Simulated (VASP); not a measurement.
# ZnSe (F-43m) in VASP: a series of runs

The runs below take ZnSe through relaxation of cell and atoms, single point, with PBE.

Everything below comes from runs of VASP 6.6.1. Logs are shortened: lines on timing, memory, paths and dates and some standing lists are left out, and cuts for length are marked.

### 1 The cell of the first run

It takes space group F-43m (No. 216, cubic). Conventional cell: a = 5.733 Å, b = 5.733 Å, c = 5.733 Å, α = 90.00°, β = 90.00°, γ = 90.00°. Zn (site symmetry -43m) has 4 Se at 2.48 Å within 3.3 Å. Se (site symmetry -43m) has 4 Zn at 2.48 Å within 3.3 Å.

### 2 Relaxation of cell and atoms, PBE, target pressure 40 GPa, at which the enthalpy is minimised

File INCAR:

```
PREC = Accurate
ENCUT = 600
EDIFF = 1E-6
ISMEAR = 0
SIGMA = 0.01
LREAL = F
LASPH = T
NELM = 100
ALGO = Normal
ISIF = 3
LWAVE = F
LCHARG = F
GGA = PE
IBRION = 2
NSW = 80
EDIFFG = -0.001
PSTRESS = 400.0
```

File KPOINTS:

```
regular mesh
0
Gamma
  8 8 8
```

File POSCAR:

```
ZnSe
1.0
    0.0000000000      2.8663043619      2.8663043619
    2.8663043619      0.0000000000      2.8663043619
    2.8663043619      2.8663043619      0.0000000000
Zn Se
1 1
Direct
    0.0000000000      0.0000000000      0.0000000000
    0.7500000000      0.7500000000      0.7500000000
```

Potentials or basis: VASP PAW PBE potentials, release 64 (Zn, Se).

Launch:

```sh
> cat potpaw_PBE.64/Zn/POTCAR potpaw_PBE.64/Se/POTCAR > POTCAR
> mpirun -np 1 vasp_std > vasp.out
```

OUTCAR:

```text
PREC = Accurate
   ENCUT = 600
   EDIFF = 1E-6
   ISMEAR = 0
   LREAL = F
   LASPH = T
   NELM = 100
   ISIF = 3
   GGA = PE
   IBRION = 2
   NSW = 80
   EDIFFG = -0.001
   PSTRESS = 400.0

 ion  position               nearest neighbor table
   1  0.000  0.000  0.000-   2 2.48   2 2.48   2 2.48   2 2.48
   2  0.750  0.750  0.750-   1 2.48   1 2.48   1 2.48   1 2.48

  LATTYP: Found a face centered cubic cell.
 ALAT       =     5.7326087238

  Lattice vectors:

 A1 = (   0.0000000000,   2.8663043619,   2.8663043619)
 A2 = (   2.8663043619,   0.0000000000,   2.8663043619)
 A3 = (   2.8663043619,   2.8663043619,   0.0000000000)

Analysis of symmetry for initial positions (statically):
=====================================================================
 Subroutine PRICEL returns:
 Original cell was already a primitive cell.

 Routine SETGRP: Setting up the symmetry group for a
 face centered cubic supercell.

 Subroutine GETGRP returns: Found 24 space group operations
 (whereof 24 operations were pure point group operations)
 out of a pool of 48 trial point group operations.

The static configuration has the point symmetry T_d .

Analysis of symmetry for dynamics (positions and initial velocities):
=====================================================================
 Subroutine PRICEL returns:
 Original cell was already a primitive cell.

 Routine SETGRP: Setting up the symmetry group for a
 face centered cubic supercell.

 Subroutine GETGRP returns: Found 24 space group operations
 (whereof 24 operations were pure point group operations)
 out of a pool of 48 trial point group operations.

The dynamic configuration has the point symmetry T_d .

 Subroutine INISYM returns: Found 24 space group operations
 (whereof 24 operations are pure point group operations),
 and found     1 'primitive' translations

----------------------------------------------------------------------------------------

                                     Primitive cell

  volume of cell :      47.0974

  direct lattice vectors                    reciprocal lattice vectors
     0.000000000  2.866304362  2.866304362    -0.174440651  0.174440651  0.174440651
     2.866304362  0.000000000  2.866304362     0.174440651 -0.174440651  0.174440651
     2.866304362  2.866304362  0.000000000     0.174440651  0.174440651 -0.174440651

  length of vectors
     4.053566502  4.053566502  4.053566502     0.302140071  0.302140071  0.302140071

  position of ions in fractional coordinates (direct lattice)
     0.000000000  0.000000000  0.000000000
     0.750000000  0.750000000  0.750000000

  ion indices of the primitive-cell ions
   primitive index   ion index
                 1           1
                 2           2

----------------------------------------------------------------------------------------

 KPOINTS: regular mesh

Automatic generation of k-mesh.
 Grid dimensions read from file:
 generate k-points for:    8    8    8

 Generating k-lattice:

  Cartesian coordinates                     Fractional coordinates (reciprocal lattice)
    -0.021805081  0.021805081  0.021805081     0.125000000  0.000000000  0.000000000
     0.021805081 -0.021805081  0.021805081     0.000000000  0.125000000  0.000000000
     0.021805081  0.021805081 -0.021805081     0.000000000  0.000000000  0.125000000

  Length of vectors
     0.037767509  0.037767509  0.037767509

  Shift w.r.t. Gamma in fractional coordinates (k-lattice)
     0.000000000  0.000000000  0.000000000

 Subroutine IBZKPT returns following result:
 ===========================================

 Found     29 irreducible k-points:

 Following reciprocal coordinates:
            Coordinates               Weight
  0.000000  0.000000  0.000000      1.000000
  0.125000  0.000000  0.000000      8.000000
  0.250000  0.000000  0.000000      8.000000
  0.375000  0.000000  0.000000      8.000000
  0.500000  0.000000  0.000000      4.000000
  0.125000  0.125000  0.000000      6.000000
[... 16 lines left out ...]
  0.500000  0.250000  0.125000     48.000000
[... 37 lines left out ...]
  Thomas-Fermi vector in A             =   2.324184
   LORBIT       =      0    0 simple, 1 ext, 2 COOP (PROOUT), +10 PAW based schemes
   GGA     = PE    functional components
   LHFCALC =     F    Hartree Fock is set to
   AEXX    =    0.0000 exact exchange contribution
   IVDW    =     0    specifies the selected vdW correction
   LEPSILON=     F    determine dielectric tensor
   LRPA    =     F    only Hartree local field effects (RPA)
 conjugate gradient relaxation of ions
 non-spin polarized calculation
 Gauss-broadening in eV      SIGMA  =   0.01
  energy-cutoff  :      600.00
  volume of cell :       47.10
 maximum number of plane-waves:      1591
   NGX = 17   NGY = 17   NGZ = 17

--------------------------------------- Ionic step        1  -------------------------------------------

 number of electron      18.0000013 magnetization

 Free energy of the ion-electron system (eV)
  ---------------------------------------------------
  ext. energy  EPLUGINS =         0.00000000
  ---------------------------------------------------
  free energy    TOTEN  =        -6.03224244 eV

  energy without entropy =       -6.03224244  energy(sigma->0) =       -6.03224244

 E-fermi :   1.3901     XC(G=0):  -9.1662

 val. band max:        1.3256488333   @ k =   0.0000   0.0000   0.0000
 cond. band min:       2.4796893222   @ k =   0.0000   0.0000   0.0000
 fundamental gap:      1.1540404889
 Fermi energy:         1.3901236193

 k-point     1 :       0.0000    0.0000    0.0000
  band No.  band energies     occupation
      1     -11.7199      2.00000
      2      -5.1024      2.00000
      3      -5.1024      2.00000
      4      -5.1024      2.00000
      5      -4.7631      2.00000
      6      -4.7631      2.00000
      7       1.3256      2.00000
      8       1.3256      2.00000
      9       1.3256      2.00000
     10       2.4797      0.00000
     11       7.1353      0.00000
     12       7.1353      0.00000
[... 867 lines left out ...]
  FREE ENERGIE OF THE ION-ELECTRON SYSTEM (eV)
  ---------------------------------------------------
  free  energy   TOTEN  =        -5.2830891920 eV

  energy  without entropy=       -5.2830891920  energy(sigma->0) =       -5.28308919

  enthalpy is  TOTEN    =         3.7502062061 eV   P V=        9.0332953981

[... ionic steps 4 to 15 ...]

--------------------------------------- Ionic step       16  -------------------------------------------

 number of electron      17.9999996 magnetization

------------------------ aborting loop because EDIFF is reached ----------------------------------------

  FORCE on cell =-STRESS in cart. coord.  units (eV):
  Direction    XX          YY          ZZ          XY          YZ          ZX
  --------------------------------------------------------------------------------------
  -------------------------------------------------------------------------------------
  Total        8.4761343      8.4761343      8.4761343      0.0000000      0.0000000     -0.0000000
  in kB      400.6469930    400.6469930    400.6469930      0.0000000      0.0000000     -0.0000000
  external PRESSURE =       0.6469930 kB  Pullay stress =     400.0000000 kB
[... 61 lines left out ...]
  enthalpy is  TOTEN    =         3.6584714446 eV   P V=        8.4645428890

--------------------------------------- Ionic step       18  -------------------------------------------

 number of electron      17.9999996 magnetization

 Free energy of the ion-electron system (eV)
  ---------------------------------------------------
  ext. energy  EPLUGINS =         0.00000000
  ---------------------------------------------------
  free energy    TOTEN  =        -4.80506735 eV

  energy without entropy =       -4.80506735  energy(sigma->0) =       -4.80506735

 E-fermi :   4.7107     XC(G=0): -10.7370

 val. band max:        4.6479922615   @ k =   0.0000   0.0000   0.0000
 cond. band min:       6.7866844315   @ k =   0.5000   0.5000   0.0000
 fundamental gap:      2.1386921700
 Fermi energy:         4.7106846059

 k-point     1 :       0.0000    0.0000    0.0000
  band No.  band energies     occupation
      1     -11.0055      2.00000
      2      -3.4713      2.00000
      3      -3.4713      2.00000
      4      -3.4713      2.00000
      5      -2.7802      2.00000
      6      -2.7802      2.00000
      7       4.6480      2.00000
      8       4.6480      2.00000
      9       4.6480      2.00000
     10       7.2538      0.00000
     11      10.1810      0.00000
     12      10.1810      0.00000
[... 398 lines left out ...]
  FREE ENERGIE OF THE ION-ELECTRON SYSTEM (eV)
  ---------------------------------------------------
  free  energy   TOTEN  =        -4.8050673474 eV

  energy  without entropy=       -4.8050673474  energy(sigma->0) =       -4.80506735

  enthalpy is  TOTEN    =         3.6584710059 eV   P V=        8.4635383533

 reached required accuracy - stopping structural energy minimisation
```

It took 6.7 min on 1 thread of AMD EPYC 7R13, shared host; peak memory 0.18 GiB.

What came out:

```yaml
Free_energy: -4.8051 eV
Relaxed_volume: 16.95 Å³/atom
Relaxed_cell: a = 3.633 Å, b = 3.633 Å, c = 3.633 Å, α = 60.00°, β = 60.00°, γ = 60.00°
Space_group_after_relaxing_to_0.05_Å: F-43m (No. 216)
Energy_change_on_relaxing_the_enthalpy_is_what_falls: +613.6 meV/atom
Ionic_steps: 18
Pressure_after_relaxing: 40.0 GPa
Band_gap_on_the_k_mesh: 2.14 eV, indirect (least direct gap 2.61 eV)
```

The path:
```
step  energy change (eV)  largest force (eV/Å)  pressure (GPa)  volume (Å³)
   1              0.0000                0.0000            0.21        47.10
   2             20.1145                0.0000          541.64        17.42
   3              0.7492                0.0000           27.59        36.18
   4              0.9651                0.0000           33.40        35.05
   5              1.2278                0.0000           40.11        33.90
   6              1.1699                0.0000           38.53        34.13
   7              1.1742                0.0000           38.68        34.12
   8              1.1874                0.0000           39.08        34.06
   9              1.1877                0.0000           39.04        34.06
  10              1.1886                0.0000           39.04        34.06
  11              1.1905                0.0000           39.10        34.05
  12              1.1941                0.0000           39.21        34.03
  13              1.2016                0.0000           39.41        34.00
  14              1.2165                0.0000           39.70        33.94
  15              1.2467                0.0000           40.47        33.82
  16              1.2283                0.0000           40.06        33.90
  17              1.2262                0.0000           39.94        33.90
  18              1.2272                0.0000           40.00        33.90
```

Final structure:
```yaml
crystal:
  lattice:
    - [0.00000, 2.56876, 2.56876]
    - [2.56876, 0.00000, 2.56876]
    - [2.56876, 2.56876, 0.00000]
  atoms:
    - { symbol: Zn, position: [0.00000, 0.00000, 0.00000] }
    - { symbol: Se, position: [0.75000, 0.75000, 0.75000] }
```

Caveat: the cell is relaxed towards a set pressure, so the enthalpy falls and the energy may rise; the volume moved by over 15 % at a fixed basis, so the end points are rough.

### 3 Single point, PBE

This run uses another cell than the first one, of 16.17 Å³/atom, 0.686 times its volume.

File INCAR:

```
SYSTEM = ZnSe
PREC = Accurate
ENCUT = 500
EDIFF = 1E-6
ISMEAR = 0
SIGMA = 0.01
LREAL = .FALSE.
LASPH = .TRUE.
NELM = 120
ALGO = Normal
ISIF = 2
LWAVE = .FALSE.
LCHARG = .FALSE.
GGA = PE
NBANDS = 16
GGA_COMPAT = .FALSE.
```

File KPOINTS:

```
Automatic mesh
0
G
  8 8 8
  0 0 0
```

File POSCAR:

```
ZnSe
1.0
    0.0000000000      2.5285127901      2.5285127901
    2.5285127901      0.0000000000      2.5285127901
    2.5285127901      2.5285127901      0.0000000000
Zn Se
1 1
Direct
    0.0000000000      0.0000000000      0.0000000000
    0.7500000000      0.7500000000      0.7500000000
```

Potentials or basis: VASP PAW PBE potentials, release 64 (Zn, Se).

Launch:

```sh
> cat potpaw_PBE.64/Zn/POTCAR potpaw_PBE.64/Se/POTCAR > POTCAR
> mpirun -np 1 vasp_std > vasp.out
```

Run time: 12 s. Hardware: 1 thread of AMD EPYC 9R45 (Zen 5), shared host; peak memory 0.13 GiB.

Results (log left out):

- Free energy: -4.3604 eV
- Pressure: 50.9 GPa
- Band gap on the k mesh: 1.97 eV, indirect (least direct gap 2.83 eV)

Levels at points of the mesh, in eV from the valence-band top:
```
           k point  band 6  band 7  band 8  band 9  band 10  band 11  band 12  band 13
(0.00, 0.00, 0.00)   -7.72    0.00    0.00    0.00     2.83     5.46     5.46     5.46
(0.50, 0.00, 0.00)   -7.68   -7.37   -1.51   -1.51     3.09     6.07     6.07     8.95
(0.50, 0.50, 0.00)   -7.41   -6.45   -3.74   -3.74     1.97     3.01    13.75    13.75
```

A k mesh can miss the band edges.

### 4 Single point, PBE

This run uses another cell than the first one, of 16.17 Å³/atom, 0.686 times its volume.

INCAR is that of step 3.

File KPOINTS:

```
regular mesh
0
G
  10 10 10
  0 0 0
```

POSCAR is that of step 3.

Launch:

```sh
> cat potpaw_PBE.64/Zn/POTCAR potpaw_PBE.64/Se/POTCAR > POTCAR
> mpirun -np 1 vasp_std > vasp.out
```

Wall time 19 s (1 thread of AMD EPYC 9R45 (Zen 5), shared host); peak memory 0.14 GiB.

It converged, with:

| Property | Result |
| --- | --- |
| Free energy | -4.3615 eV |
| Pressure | 50.9 GPa |
| Band gap on the k mesh | 1.97 eV, indirect (least direct gap 2.83 eV) |

Levels at points of the mesh, in eV from the valence-band top:
```tsv
k point	band 7	band 8	band 9	band 10	band 11	band 12
(0.00, 0.00, 0.00)	0.00	0.00	0.00	2.83	5.46	5.46
(0.50, 0.00, 0.00)	-7.37	-1.51	-1.51	3.09	6.07	6.07
(0.50, 0.50, 0.00)	-6.45	-3.74	-3.74	1.97	3.01	13.75
```

### 5 Relaxation of cell and atoms, PBE, target pressure 50 GPa, at which the enthalpy is minimised

File INCAR:

```
SYSTEM = ZnSe
ALGO = Normal ; EDIFF = 1E-7
EDIFFG = -0.001 ; ENCUT = 500
GGA = PE ; GGA_COMPAT = .False.
IBRION = 2 ; ISIF = 3
ISMEAR = 0 ; LASPH = .True.
LCHARG = .False. ; LREAL = .False.
LWAVE = .False. ; NELM = 120
NELMIN = 4 ; NSW = 80
PREC = Accurate ; PSTRESS = 500.0
SIGMA = 0.01
```

File KPOINTS:

```
k-points
0
Gamma
  8 8 8
  0 0 0
```

File POSCAR:

```
ZnSe
1.0
    0.0000000000      2.8663043628      2.8663043628
    2.8663043628      0.0000000000      2.8663043628
    2.8663043628      2.8663043628      0.0000000000
Zn Se
1 1
Direct
    0.0000000000      0.0000000000      0.0000000000
    0.7500000000      0.7500000000      0.7500000000
```

Launch:

```sh
> cat potpaw_PBE.64/Zn/POTCAR potpaw_PBE.64/Se/POTCAR > POTCAR
> mpirun -np 1 vasp_std > vasp.out
```

Run time: 2.7 min. Hardware: 1 thread of AMD EPYC 9R45 (Zen 5), shared host; peak memory 0.17 GiB.

The run converged. Its results:

```
Free energy                                            : -4.3976 eV
Relaxed volume                                         : 16.22 Å³/atom
Relaxed cell                                           : a = 3.580 Å, b = 3.580 Å, c = 3.580 Å, α = 60.00°, β = 60.00°, γ = 60.00°
Space group after relaxing (to 0.05 Å)                 : F-43m (No. 216)
Energy change on relaxing (the enthalpy is what falls) : +817.4 meV/atom
Ionic steps                                            : 31
Pressure after relaxing                                : 50.0 GPa
Band gap on the k mesh                                 : 1.99 eV, indirect (least direct gap 2.82 eV)
```

The path:
| step | energy change (eV) | largest force (eV/Å) | pressure (GPa) | volume (Å³) |
| --- | --- | --- | --- | --- |
| 1 | 0.0000 | 0.0000 | 0.22 | 47.10 |
| 2 | 46.0262 | 0.0000 | 1398.36 | 12.76 |
| 3 | 0.7267 | 0.0000 | 27.11 | 36.32 |
| 4 | 1.0054 | 0.0000 | 34.34 | 34.86 |
| 5 | 1.6934 | 0.0000 | 51.43 | 32.26 |
| 6 | 1.6113 | 0.0000 | 49.41 | 32.52 |
| 7 | 1.6119 | 0.0000 | 49.44 | 32.52 |
| 8 | 1.6138 | 0.0000 | 49.49 | 32.51 |
| 9 | 1.6138 | 0.0000 | 49.48 | 32.51 |
| 10 | 1.6138 | 0.0000 | 49.48 | 32.51 |
| 11 | 1.6138 | 0.0000 | 49.48 | 32.51 |
| 12 | 1.6140 | 0.0000 | 49.49 | 32.51 |
| 13 | 1.6142 | 0.0000 | 49.49 | 32.51 |
| 14 | 1.6146 | 0.0000 | 49.51 | 32.51 |
| 15 | 1.6155 | 0.0000 | 49.54 | 32.51 |
| 16 | 1.6172 | 0.0000 | 49.58 | 32.50 |
| 17 | 1.6207 | 0.0000 | 49.67 | 32.49 |
| 18 | 1.6277 | 0.0000 | 49.81 | 32.47 |
| 19 | 1.6418 | 0.0000 | 50.16 | 32.42 |
| 20 | 1.6354 | 0.0000 | 50.02 | 32.44 |
| 21 | 1.6347 | 0.0000 | 49.99 | 32.44 |
| 22 | 1.6347 | 0.0000 | 49.99 | 32.44 |
| 23 | 1.6347 | 0.0000 | 49.99 | 32.44 |
| 24 | 1.6347 | 0.0000 | 49.99 | 32.44 |
| 25 | 1.6347 | 0.0000 | 49.99 | 32.44 |
| 26 | 1.6347 | 0.0000 | 49.99 | 32.44 |
| 27 | 1.6347 | 0.0000 | 49.99 | 32.44 |
| 28 | 1.6347 | 0.0000 | 49.99 | 32.44 |
| 29 | 1.6347 | 0.0000 | 49.99 | 32.44 |
| 30 | 1.6347 | 0.0000 | 49.99 | 32.44 |
| 31 | 1.6347 | 0.0000 | 49.99 | 32.44 |

Final structure:
```cif
data_structure
_symmetry_space_group_name_H-M 'P 1'
_symmetry_Int_Tables_number 1
_cell_length_a 3.5800
_cell_length_b 3.5800
_cell_length_c 3.5800
_cell_angle_alpha 60.000
_cell_angle_beta 60.000
_cell_angle_gamma 60.000
_cell_volume 32.44
loop_
_atom_site_label
_atom_site_type_symbol
_atom_site_fract_x
_atom_site_fract_y
_atom_site_fract_z
_atom_site_occupancy
Zn1 Zn 0.00000 0.00000 0.00000 1
Se1 Se 0.75000 0.75000 0.75000 1
```

Levels at points of the mesh, in eV from the valence-band top:
| k point | band 7 | band 8 | band 9 | band 10 | band 11 | band 12 |
| --- | --- | --- | --- | --- | --- | --- |
| (0.00, 0.00, 0.00) | 0.00 | 0.00 | 0.00 | 2.82 | 5.46 | 5.46 |
| (0.50, 0.00, 0.00) | -7.35 | -1.50 | -1.50 | 3.09 | 6.07 | 6.07 |
| (0.50, 0.50, 0.00) | -6.43 | -3.72 | -3.72 | 1.99 | 3.02 | 13.72 |

Caveat: the cell is relaxed towards a set pressure, so the enthalpy falls and the energy may rise; the volume moved by over 15 % at a fixed basis, so the end points are rough.

### 6 The runs side by side

| task | cell | k mesh | cutoff (eV) | gap on the mesh (eV) | pressure (GPa) |
| --- | --- | --- | --- | --- | --- |
| relaxation of cell and atoms | relaxed to 40 GPa from a = 4.054 Å, angles 60.0°, 2 atoms | 8 × 8 × 8 | 600 | 2.14 | 40.0 |
| single point | a = 3.576 Å, angles 60.0°, 2 atoms | 8 × 8 × 8 | 500 | 1.97 | 50.9 |
| single point | a = 3.576 Å, angles 60.0°, 2 atoms | 10 × 10 × 10 | 500 | 1.97 | 50.9 |
| relaxation of cell and atoms | relaxed to 50 GPa from a = 4.054 Å, angles 60.0°, 2 atoms | 8 × 8 × 8 | 500 | 1.99 | 50.0 |

Alike in all rows: level PBE; potentials or basis VASP PAW PBE potentials, release 64 (Zn, Se); no spin polarisation; smearing gaussian 0.01 eV.

Caveats: the cell is relaxed towards a set pressure, so the enthalpy falls and the energy may rise (some runs); the volume moved by over 15 % at a fixed basis, so the end points are rough (some runs).

Total energies depend on the potentials used, so only differences within one code and one set of settings carry meaning.
